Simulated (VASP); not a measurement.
# LuSb5 (P6/mmm) in VASP: further runs, part 3 of 3

VASP 6.6.1. Earlier steps stand in the parts before.

### Step 6. Relaxation of cell and atoms, PBE

This run uses another cell than the first one, of 30.30 Å³/atom.

Contents of INCAR:

```
PREC     = Accurate       # precision mode
ENCUT    = 600            # plane-wave cutoff, eV
EDIFF    = 1E-6           # SCF threshold, eV
ISMEAR   = 0              # smearing method
SIGMA    = 0.1            # smearing width, eV
LREAL    = F              # projectors in reciprocal space
LASPH    = T              # aspherical terms in the spheres
NELM     = 100            # most SCF steps
ALGO     = Normal         # electronic algorithm
ISIF     = 3              # what is computed and relaxed
LWAVE    = F              # write WAVECAR
LCHARG   = F              # write CHGCAR
GGA      = PE             # functional
IBRION   = 2              # ionic algorithm
NSW      = 100            # ionic steps
EDIFFG   = -0.01          # ionic threshold
```

Contents of KPOINTS:

```
Automatic mesh
0
Gamma
  6 6 8
```

Contents of POSCAR:

```
LuSb5
1.0
    6.0361578273      0.0000000000      0.0000000000
   -3.0180789137      5.2274660197      0.0000000000
    0.0000000000      0.0000000000      5.7622668168
Lu Sb
1 5
Direct
    0.0000000000      0.0000000000      0.5000000000
    0.5000000000      0.0000000000      0.0000000000
    0.0000000000      0.5000000000      0.0000000000
    0.5000000000      0.5000000000      0.0000000000
    0.3333333333      0.6666666667      0.5000000000
    0.6666666667      0.3333333333      0.5000000000
```

Potentials or basis: VASP PAW PBE potentials, release 64 (Lu, Sb).

Run with:

```console
> cat potpaw_PBE.64/Lu/POTCAR potpaw_PBE.64/Sb/POTCAR > POTCAR
> mpirun -np 1 vasp_std > vasp.out
```

OUTCAR:

```text
PREC = Accurate
   ENCUT = 600
   EDIFF = 1E-6
   ISMEAR = 0
   LREAL = F
   LASPH = T
   NELM = 100
   ISIF = 3
   GGA = PE
   IBRION = 2
   NSW = 100
   EDIFFG = -0.01

 ion  position               nearest neighbor table
   1  0.000  0.000  0.500-   5 3.48   6 3.48   6 3.48   5 3.48   6 3.48   5 3.48
   2  0.500  0.000  0.000-   3 3.02   3 3.02   4 3.02   4 3.02   5 3.37   6 3.37   5 3.37   6 3.37

   3  0.000  0.500  0.000-   2 3.02   2 3.02   4 3.02   4 3.02   5 3.37   6 3.37   5 3.37   6 3.37

   4  0.500  0.500  0.000-   3 3.02   3 3.02   2 3.02   2 3.02   5 3.37   6 3.37   5 3.37   6 3.37

   5  0.333  0.667  0.500-   3 3.37   3 3.37   2 3.37   2 3.37   4 3.37   4 3.37   6 3.48   6 3.48
                             1 3.48   1 3.48   1 3.48   6 3.48
   6  0.667  0.333  0.500-   3 3.37   3 3.37   2 3.37   2 3.37   4 3.37   4 3.37   5 3.48   5 3.48
                             1 3.48   1 3.48   1 3.48   5 3.48

  LATTYP: Found a hexagonal cell.
[... 320 lines left out ...]
  energy without entropy =      -23.97951985  energy(sigma->0) =      -23.98833935

 E-fermi :   6.5872     XC(G=0):  -9.7600

 val. band max:        6.5765153849   @ k =   0.5000   0.0000   0.3750
 cond. band min:       6.5877991437   @ k =   0.1667  -0.0000   0.1250
 fundamental gap:      0.0112837588
 Fermi energy:         6.5872447707

 k-point     1 :       0.0000    0.0000    0.0000
  band No.  band energies     occupation
      1     -51.3862      2.00000
      2     -22.1431      2.00000
      3     -21.8844      2.00000
      4     -21.8844      2.00000
      5      -6.0067      2.00000
      6      -2.3534      2.00000
[... 781 lines left out ...]
     29       7.9582      0.00000
     30       8.3024      0.00000

 [... further k-points ...]

------------------------ aborting loop because EDIFF is reached ----------------------------------------

  FORCE on cell =-STRESS in cart. coord.  units (eV):
  Direction    XX          YY          ZZ          XY          YZ          ZX
  --------------------------------------------------------------------------------------
  -------------------------------------------------------------------------------------
  Total       -0.0379217     -0.0379217     -0.0210381      0.0000000     -0.0000000      0.0000000
  in kB       -0.3361544     -0.3361544     -0.1864904      0.0000000     -0.0000000      0.0000000
  external PRESSURE =      -0.2862664 kB  Pullay stress =       0.0000000 kB
[... 21 lines left out ...]
  FREE ENERGIE OF THE ION-ELECTRON SYSTEM (eV)
  ---------------------------------------------------
  free  energy   TOTEN  =       -23.9971588501 eV

  energy  without entropy=      -23.9795198547  energy(sigma->0) =      -23.98833935

 reached required accuracy - stopping structural energy minimisation
```

It took 13 min on 1 thread of Intel Xeon Platinum 8259CL at 2.50GHz (Skylake/Cascade Lake), shared host; peak memory 0.48 GiB.

Results:

```yaml
Free_energy: -23.9972 eV
Relaxed_volume: 30.12 Å³/atom
Relaxed_cell: a = 6.042 Å, b = 6.042 Å, c = 5.717 Å, α = 90.00°, β = 90.00°, γ = 120.00°
Space_group_after_relaxing_to_0.1_Å: P6/mmm (No. 191)
Energy_gained_by_relaxing: 0.6 meV/atom
Ionic_steps: 4
Pressure_after_relaxing: 0.0 GPa
Band_gap_on_the_k_mesh: zero (bands 25 and 26 overlap by 1.10 eV)
```

The path:
```tsv
step	energy change (eV)	largest force (eV/Å)	pressure (GPa)	volume (Å³)
1	0.0000	0.0000	-0.28	181.82
2	-0.0035	0.0000	0.09	180.41
3	-0.0035	0.0000	0.08	180.41
4	-0.0036	0.0000	-0.03	180.74
```

Final structure:
```
Lu Sb
1.0
     6.04177    0.00000    0.00000
    -3.02089    5.23233    0.00000
     0.00000    0.00000    5.71743
Lu Sb
1 5
Cartesian
  0.0000 0.0000 2.8587
  3.0209 0.0000 0.0000
  -1.5104 2.6162 0.0000
  1.5104 2.6162 0.0000
  0.0000 3.4882 2.8587
  3.0209 1.7441 2.8587
```

Levels at points of the mesh, in eV from the Fermi level:
| k point | band 22 | band 23 | band 24 | band 25 | band 26 | band 27 | band 28 | band 29 |
| --- | --- | --- | --- | --- | --- | --- | --- | --- |
| (0.00, 0.00, 0.00) | -2.52 | -1.27 | -0.87 | -0.63 | -0.63 | 0.30 | 0.30 | 0.93 |
| (0.50, 0.00, 0.00) | -1.44 | -1.39 | -1.15 | -1.13 | -0.55 | 1.05 | 1.28 | 1.50 |
| (0.00, 0.00, 0.50) | -1.56 | -0.94 | -0.94 | -0.69 | 0.38 | 1.18 | 1.61 | 1.97 |
| (0.50, 0.00, 0.50) | -0.84 | -0.74 | -0.49 | -0.44 | -0.04 | 0.12 | 0.61 | 0.87 |

Caveat: spin-orbit coupling is left out, which moves the levels of the heavy elements.

### Step 7. The runs side by side

```tsv
task	cell	k mesh	cutoff (eV)	gap on the mesh (eV)	pressure (GPa)	relaxed volume (Å³/atom)
single point	a = 5.733, b = 5.733, c = 6.007 Å, angles 90.0, 90.0, 120.0°, 6 atoms	6 × 6 × 4	520	none	5.5	-
single point	a = 6.036, b = 6.036, c = 5.762 Å, angles 90.0, 90.0, 120.0°, 6 atoms	6 × 6 × 4	520	none	0.0	-
single point	a = 6.039, b = 6.039, c = 5.721 Å, angles 90.0, 90.0, 120.0°, 6 atoms	6 × 6 × 8	520	none	0.0	-
relaxation of cell and atoms	relaxed from a = 5.733, b = 5.733, c = 6.007 Å, angles 90.0, 90.0, 120.0°, 6 atoms	6 × 6 × 4	600	none	0.0	30.28
relaxation of cell and atoms	relaxed from a = 6.036, b = 6.036, c = 5.762 Å, angles 90.0, 90.0, 120.0°, 6 atoms	6 × 6 × 8	600	none	0.0	30.12
```

Alike in all rows: level PBE; potentials or basis VASP PAW PBE potentials, release 64 (Lu, Sb); no spin polarisation; smearing gaussian 0.1 eV.

Caveats: spin-orbit coupling is left out, which moves the levels of the heavy elements; the stress differs along the axes, from -2 to 9 GPa (at least some runs).

Total energies depend on the potentials used, so only differences within one code and one set of settings carry meaning.

The gap in the log of VASP goes by the Fermi energy; the results here count the filled bands.